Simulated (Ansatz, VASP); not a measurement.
# One calculation of In5P6, two programs

File INCAR:

```
SYSTEM = In5P6
  ALGO = Normal
  DIPOL = 0.5 0.5 0.500
  EDIFF = 1E-6
  ENCUT = 520
  GGA = PE
  IDIPOL = 3
  ISIF = 2
  ISMEAR = 0
  LASPH = .TRUE.
  LCHARG = .FALSE.
  LDIPOL = .TRUE.
  LREAL = .FALSE.
  LWAVE = .FALSE.
  NBANDS = 58
  NELM = 60
  PREC = Accurate
  SIGMA = 0.05
```

File KPOINTS:

```
k-points
0
G
  8 8 1
  0 0 0
```

File POSCAR:

```
In5P6
1.0
    4.2144047934      0.0000000000      0.0000000000
    0.0000000000      4.2144047934      0.0000000000
    0.0000000000      0.0000000000     29.9001710405
P In
6 5
Direct
    0.0000000000      0.5000000000      0.2508346855
    0.5000000000      0.0000000000      0.3505008113
    0.0000000000      0.5000000000      0.4501669371
    0.5000000000      0.0000000000      0.5498330629
    0.0000000000      0.5000000000      0.6494991887
    0.5000000000      0.0000000000      0.7491653145
    0.5000000000      0.5000000000      0.3006677484
    0.0000000000      0.0000000000      0.4003338742
    0.5000000000      0.5000000000      0.5000000000
    0.0000000000      0.0000000000      0.5996661258
    0.5000000000      0.5000000000      0.6993322516
```

Input for Ansatz:

```yaml
crystal:
  lattice:
    - [4.2144047934, 0.0, 0.0]
    - [0.0, 4.2144047934, 0.0]
    - [0.0, 0.0, 29.9001710405]
  atoms:
    - { symbol: P, position: [0.0, 0.5, 0.2508346855] }
    - { symbol: In, position: [0.5, 0.5, 0.3006677484] }
    - { symbol: P, position: [0.5, 0.0, 0.3505008113] }
    - { symbol: In, position: [0.0, 0.0, 0.4003338742] }
    - { symbol: P, position: [0.0, 0.5, 0.4501669371] }
    - { symbol: In, position: [0.5, 0.5, 0.5] }
    - { symbol: P, position: [0.5, 0.0, 0.5498330629] }
    - { symbol: In, position: [0.0, 0.0, 0.5996661258] }
    - { symbol: P, position: [0.0, 0.5, 0.6494991887] }
    - { symbol: In, position: [0.5, 0.5, 0.6993322516] }
    - { symbol: P, position: [0.5, 0.0, 0.7491653145] }
basis:
  ecutwfc: 420
kpoints:
  mp_grid: { grid: [8, 8, 1] }
hamiltonian:
  xc: pbe
scf:
  occupations: { method: gaussian, width: 0.05 }
output:
  forces: true
  stress: true
  eigenvalues: true
  write_density: true
  write_potential: true
  elf: true
  volumetric_format: npy
efield:
  axis: 3
  dipole_correction: true
  ramp_width: 0.04
```

Alike in both runs: task single point; functional PBE; k mesh 8 × 8 × 1; occupations gaussian, width 0.05 eV; no spin polarisation.

|  | VASP | Ansatz |
| --- | --- | --- |
| version | VASP 6.6.1 | Ansatz 0.2.0 |
| potentials or method | VASP PAW PBE potentials, release 64 (P, In_d), cutoff 520 eV | scalar-relativistic, plane waves, PAW |
| valence electrons in the cell | 95 | 95 |

Ansatz gave:

- gap on the k mesh at the Fermi level (eV): none
- rms of the force components (eV/Å): 0.124

Q: Which values does VASP return?

A: gap on the k mesh at the Fermi level (eV): none; rms of the force components (eV/Å): 0.125.

A gap of «none» marks a metal or a gap that the smearing closes. Ansatz's warnings: xc potential rough in thin density.
